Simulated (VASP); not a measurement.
Crystal: MgH2.

```
CELL_PARAMETERS angstrom
4.48488 0.00000 0.00000
0.00000 4.48488 0.00000
0.00000 0.00000 2.99648
ATOMIC_POSITIONS crystal
Mg 0.00000 0.00000 0.00000
Mg 0.50000 0.50000 0.50000
H 0.30468 0.30468 0.00000
H 0.19532 0.80468 0.50000
H 0.80468 0.19532 0.50000
H 0.69532 0.69532 0.00000
```

Base run:

* Program: VASP 6.6.1
* Functional: r2SCAN
* Potentials or basis: VASP PAW PBE potentials, release 64 (Mg, H)
* Cutoff: 520 eV
* k mesh: 4 × 4 × 6
* Occupations: gaussian, width 0.01 eV
* Spin: no spin polarisation

Its results: band gap on the k mesh 4.59 eV, indirect (least direct gap 5.38 eV); pressure -0.4 GPa.

Q: The run is repeated on the same cell with these changes: functional from r2SCAN to PBE; further incar settings from ALGO = Normal; EDIFF = 1e-06; NBANDS = 13 to ALGO = Normal; EDIFF = 1e-07; NBANDS = 13. What comes out?

A: Band gap on the k mesh 3.94 eV, indirect (least direct gap 4.76 eV); pressure 0.8 GPa.

Caveats: the PAW data sets were made with another functional, which shifts forces and pressure a little (some runs).

A k mesh can miss the band edges.
